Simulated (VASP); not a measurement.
Re, 3 atoms in the cell. It takes space group R-3m (No. 166, trigonal). Conventional cell: a = 2.804 Å, b = 2.804 Å, c = 20.360 Å, α = 90.00°, β = 90.00°, γ = 120.00°. Re (site symmetry -3m) has 12 Re at 2.78 to 2.80 Å within 3.7 Å. Re (site symmetry 3m) has 12 Re at 2.78 to 2.80 Å within 3.7 Å. 

| Quantity | Value |
| --- | --- |
| Program | VASP 6.6.1 |
| Task | single point |
| Functional | PBEsol |
| Potentials or basis | VASP PAW PBE potentials, release 64 (Re) |
| Cutoff | 520 eV |
| k mesh | 15 × 15 × 15 |
| Occupations | fermi-dirac, width 0.05 eV |
| Spin | no spin polarisation |
| Dipole correction | no |
| Further INCAR settings | ALGO = Normal; EDIFF = 1e-06; NBANDS = 18 |

Potentials or basis: VASP PAW PBE potentials, release 64 (Re).

Launch:

```console
$ cat potpaw_PBE.64/Re/POTCAR > POTCAR
$ mpirun -np 1 vasp_std > vasp.out
```

Hardware: 1 thread of Intel(R) Xeon(R) Platinum 8488C (Sapphire Rapids) (shared host).

Task: Estimate the wall time of this run.

Result: Run time: 20 min on 1 thread of Intel(R) Xeon(R) Platinum 8488C (Sapphire Rapids), on a shared host, peak memory 0.55 GiB. Counts: scf iterations 13, k points 344.
